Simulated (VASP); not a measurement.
## TaN: single point with BLYP

TaN:

```
Ta N
1.0
     0.00000    2.17900    2.17900
     2.17900    0.00000    2.17900
     2.17900    2.17900    0.00000
Ta N
1 1
Cartesian
  2.1790 2.1790 2.1790
  0.0000 0.0000 0.0000
```

```
Program                : VASP 6.6.1
Task                   : single point
Functional             : BLYP
Potentials or basis    : VASP PAW PBE potentials, release 64 (Ta_pv, N)
Cutoff                 : 520 eV
k mesh                 : 12 × 12 × 12
Occupations            : fermi-dirac, width 0.1 eV
Spin                   : no spin polarisation
Dipole correction      : no
Further INCAR settings : ALGO = Normal; EDIFF = 1e-06; NBANDS = 15
```

The pressure is 29.7 GPa. The band gap on the k mesh is zero (band 8 reaches 12.28 eV, above the bottom of band 9 at 8.21 eV).

Levels at points of the mesh, in eV from the Fermi level:
```csv
k point,band 5,band 6,band 7,band 8,band 9,band 10,band 11,band 12
"(0.00, 0.00, 0.00)",-3.90,-3.90,-3.90,-2.14,-2.14,-2.14,0.10,0.10
"(0.50, 0.00, 0.00)",-10.42,-7.74,-7.74,1.93,1.93,2.05,4.37,7.73
"(0.50, 0.50, 0.00)",-6.52,-5.50,-4.65,-4.65,2.19,3.60,3.60,4.83
```

Wall time 73 s on 1 thread of AMD EPYC 7R13, with other jobs on the host, peak memory 0.12 GiB.

Caveat: the PAW data sets were made with another functional, which shifts forces and pressure a little; spin-orbit coupling is left out, which moves the levels of the heavy elements.
